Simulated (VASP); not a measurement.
A run of VASP 6.6.1:

The input INCAR:

```
PREC = Accurate
ENCUT = 400
EDIFF = 1E-6
ISMEAR = -1
SIGMA = 0.15
LREAL = False
LASPH = True
NELM = 120
ALGO = Normal
ISIF = 2
LWAVE = False
LCHARG = False
GGA = PS
NBANDS = 33
GGA_COMPAT = False
```

File KPOINTS:

```
Automatic mesh
0
Gamma
  3 4 3
```

The input POSCAR:

```
Si
1.0
   -4.8807447900      4.8807447900      3.9609895500
    3.2538298600     -3.2538298600      2.6406597000
    3.2538298600      3.2538298600     -2.6406597000
Si
11
Direct
    0.0000000000      0.0000000000      0.5000000000
    0.0000000000      0.5000000000      0.0000000000
    0.0000000000      0.5000000000      0.5000000000
    0.3333333333      0.0000000000      0.0000000000
    0.3333333333      0.0000000000      0.5000000000
    0.3333333333      0.5000000000      0.0000000000
    0.3333333333      0.5000000000      0.5000000000
    0.6666666667      0.0000000000      0.0000000000
    0.6666666667      0.0000000000      0.5000000000
    0.6666666667      0.5000000000      0.0000000000
    0.6666666667      0.5000000000      0.5000000000
```

Potentials or basis: VASP PAW PBE potentials, release 64 (Si).

Command:

```bash
$ cat potpaw_PBE.64/Si/POTCAR > POTCAR
$ mpirun -np 1 vasp_std > vasp.out
```

Hardware: 1 thread of Intel(R) Xeon(R) 6975P-C (Granite Rapids), with other jobs on the host.

Problem. Estimate the wall time of this run.

Solution. Run time: 40 s on 1 thread of Intel(R) Xeon(R) 6975P-C (Granite Rapids), on a shared host, peak memory 0.25 GiB. Counts: scf iterations 12, k points 19.
